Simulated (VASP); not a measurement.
A run of VASP 6.6.1:

POSCAR

```
Mo
1.0
    0.0000000000      2.7078365275      2.7078365275
    2.7078365275      0.0000000000      2.7078365275
    2.7078365275      2.7078365275      0.0000000000
Mo
2
Direct
    0.1250000000      0.1250000000      0.1250000000
    0.8750000000      0.8750000000      0.8750000000
```

File INCAR.step1:

```
PREC = Accurate
ENCUT = 520
ISMEAR = -1
SIGMA = 0.1
LREAL = False
LASPH = True
NELM = 80
NBANDS = 21
GGA = PE
ALGO = Normal
EDIFF = 1E-4
LWAVE = True
LCHARG = False
```

File INCAR.step2:

```
PREC = Accurate
ENCUT = 520
EDIFF = 1E-6
ISMEAR = -1
SIGMA = 0.1
LREAL = False
LASPH = True
NELM = 80
ALGO = Normal
ISIF = 2
LWAVE = False
LCHARG = True
METAGGA = R2SCAN
LMIXTAU = True
LELF = True
LVHAR = True
NBANDS = 21
ISTART = 1
```

KPOINTS

```
regular mesh
0
Gamma
  11 11 11
```

Potentials or basis: VASP PAW PBE potentials, release 64 (Mo_sv).

Run with:

```console
$ cat potpaw_PBE.64/Mo_sv/POTCAR > POTCAR
$ cp INCAR.step1 INCAR
$ mpirun -np 1 vasp_std > vasp.out
$ cp INCAR.step2 INCAR
$ mpirun -np 1 vasp_std > vasp.out
```

Hardware: 1 thread of Intel(R) Xeon(R) 6975P-C (Granite Rapids), on a shared host.

Q: How long does it take, and how much memory?

A: Run time: 83 s on 1 thread of Intel(R) Xeon(R) 6975P-C (Granite Rapids), with other jobs on the host, peak memory 0.18 GiB. Counts: k points 56.
